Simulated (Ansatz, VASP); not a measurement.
One calculation of Cs, two programs

Contents of INCAR:

```
SYSTEM = Cs
PREC = Accurate ; ENCUT = 520
EDIFF = 1E-6 ; ISMEAR = -1
SIGMA = 0.1 ; LREAL = .FALSE.
LASPH = .TRUE. ; NELM = 100
ALGO = Normal ; ISIF = 2
LWAVE = .FALSE. ; LCHARG = .FALSE.
GGA = B5 ; ALDAX = 1.0
AGGAX = 1.0 ; AGGAC = 1.0
ALDAC = 0.0 ; NBANDS = 16
```

Contents of KPOINTS:

```
Automatic mesh
0
G
  8 8 4
  0 0 0
```

Contents of POSCAR:

```
Cs
1.0
    5.4541037349      0.0000000000      0.0000000000
   -2.7270518675      4.7233923893      0.0000000000
    0.0000000000      0.0000000000      8.9188825685
Cs
2
Direct
    0.3333333333      0.6666666667      0.2500000000
    0.6666666667      0.3333333333      0.7500000000
```

Input for Ansatz:

```yaml
crystal:
  lattice:
    - [5.4541037349, 0.0, 0.0]
    - [-2.7270518675, 4.7233923893, 0.0]
    - [0.0, 0.0, 8.9188825685]
  atoms:
    - { symbol: Cs, position: [0.3333333333, 0.6666666667, 0.25] }
    - { symbol: Cs, position: [0.6666666667, 0.3333333333, 0.75] }
hamiltonian:
  xc: blyp
  pseudopotentials:
    kind: paw
    azcp:
      Cs: "pseudopotentials/Cs.paw.azcp"
basis:
  ecutwfc: 420
  fft_grid_basis: typed
kpoints:
  mp_grid: { grid: [8, 8, 4], shift: [0, 0, 0] }
magnetization:
  spin_polarized: false
scf:
  occupations: { method: fermi_dirac, width: 0.1 }
  lower_state_search: "off"
output:
  stress: true
```

Alike in both runs: task single point; functional BLYP; k mesh 8 × 8 × 4; occupations fermi-dirac, width 0.1 eV; no spin polarisation.

|  | VASP | Ansatz |
| --- | --- | --- |
| version | VASP 6.6.1 | Ansatz 0.2.0 |
| potentials or method | VASP PAW PBE potentials, release 64 (Cs_sv), cutoff 520 eV | plane waves (420 eV) with PAW, scalar-relativistic |
| valence electrons in the cell | 18 | 18 |

|  | VASP | Ansatz | Ansatz less VASP |
| --- | --- | --- | --- |
| pressure (GPa) | 0.2 | 0.2 | 0.00 |

VASP's potentials were made for PBE, not for BLYP. The functional is the same, so the differences come from potentials, cutoffs and numerics.

Spin-orbit coupling is off throughout.
